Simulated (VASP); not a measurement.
Wanted: the native input for a VASP 6.6.1 run.

```yaml
Task: single point
Functional: PBE
Potentials_or_basis: VASP PAW PBE potentials, release 64 (Sn_d, O)
Cutoff: 520 eV
k_mesh: 6 × 6 × 10
Occupations: gaussian, width 0.05 eV
Spin: no spin polarisation
Dipole_correction: no
Further_INCAR_settings: ALGO = Normal; EDIFF = 1e-07; NBANDS = 35
```

The structure of SnO2 lies in POSCAR:

```
SnO2
1.0
    4.8676252897      0.0000000000      0.0000000000
    0.0000000000      4.8676252897      0.0000000000
    0.0000000000      0.0000000000      3.2487345924
Sn O
2 4
Direct
    0.0000000000      0.0000000000      0.0000000000
    0.5000000000      0.5000000000      0.5000000000
    0.3070642275      0.3070642275      0.0000000000
    0.8070642275      0.1929357725      0.5000000000
    0.1929357725      0.8070642275      0.5000000000
    0.6929357725      0.6929357725      0.0000000000
```

The input as run:

INCAR

```
SYSTEM = SnO2
  ALGO = Normal
  EDIFF = 1E-7
  ENCUT = 520
  GGA = PE
  ISIF = 2
  ISMEAR = 0
  LASPH = .True.
  LCHARG = .False.
  LREAL = .False.
  LWAVE = .False.
  NBANDS = 35
  NELM = 100
  PREC = Accurate
  SIGMA = 0.05
```

KPOINTS

```
k-points
0
Gamma
  6 6 10
  0 0 0
```

Potentials or basis: VASP PAW PBE potentials, release 64 (Sn_d, O).

Run with:

```bash
$ cat potpaw_PBE.64/Sn_d/POTCAR potpaw_PBE.64/O/POTCAR > POTCAR
$ mpirun -np 1 vasp_std > vasp.out
```

Results of the run:

```yaml
Pressure: -2.6 GPa
Largest_force: 0.018 eV/Å
Band_gap_on_the_k_mesh: 0.49 eV
```

Caveat: spin-orbit coupling is left out, which moves the levels of the heavy elements.

It took 100 s on 1 thread of Intel(R) Xeon(R) 6975P-C (Granite Rapids), with other jobs on the host, peak memory 0.26 GiB.
